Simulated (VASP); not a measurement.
Input of a VASP 6.6.1 run:

The input INCAR:

```
SYSTEM = Al8N
ALGO = Normal ; DIPOL = 0.5 0.5 0.398
EDIFF = 1E-6 ; ENCUT = 520
GGA = PE ; IDIPOL = 3
ISIF = 2 ; ISMEAR = 0
LASPH = .True. ; LCHARG = .True.
LDIPOL = .True. ; LELF = .True.
LREAL = .False. ; LVACPOTAV = .True.
LVHAR = .True. ; LWAVE = .False.
NBANDS = 24 ; NELM = 80
PREC = Accurate ; SIGMA = 0.1
```

The input KPOINTS:

```
k-points
0
Gamma
  9 9 1
  0 0 0
```

The input POSCAR:

```
Al8N
1.0
    2.8543223330      0.0000000000      0.0000000000
   -1.4271611665      2.4719156510      0.0000000000
    0.0000000000      0.0000000000     33.4760593533
Al N
8 1
Direct
    0.3333333333      0.6666666667      0.1194883770
    0.0000000000      0.0000000000      0.1895622803
    0.6666666667      0.3333333333      0.2596361837
    0.0000000000      0.0000000000      0.3297100869
    0.3333333333      0.6666666667      0.3992195594
    0.0000000000      0.0000000000      0.4696536480
    0.6666666667      0.3333333333      0.5400996810
    0.0000000000      0.0000000000      0.6116627748
    0.0000000000      0.0000000000      0.6621466141
```

Potentials or basis: VASP PAW PBE potentials, release 64 (Al, N).

Command:

```bash
$ cat potpaw_PBE.64/Al/POTCAR potpaw_PBE.64/N/POTCAR > POTCAR
$ mpirun -np 1 vasp_std > vasp.out
```

Q: Estimate the largest force.

A: 3.713 eV/Å.

Forces in eV/Å, atoms in the order of the input:
```
Al   0.000  0.000 -0.094
Al   0.000  0.000  0.047
Al   0.000  0.000  0.028
Al   0.000  0.000 -0.026
Al   0.000  0.000  0.170
Al   0.000  0.000 -0.099
Al   0.000  0.000  0.207
Al   0.000  0.000 -3.713
N    0.000  0.000  3.481
```
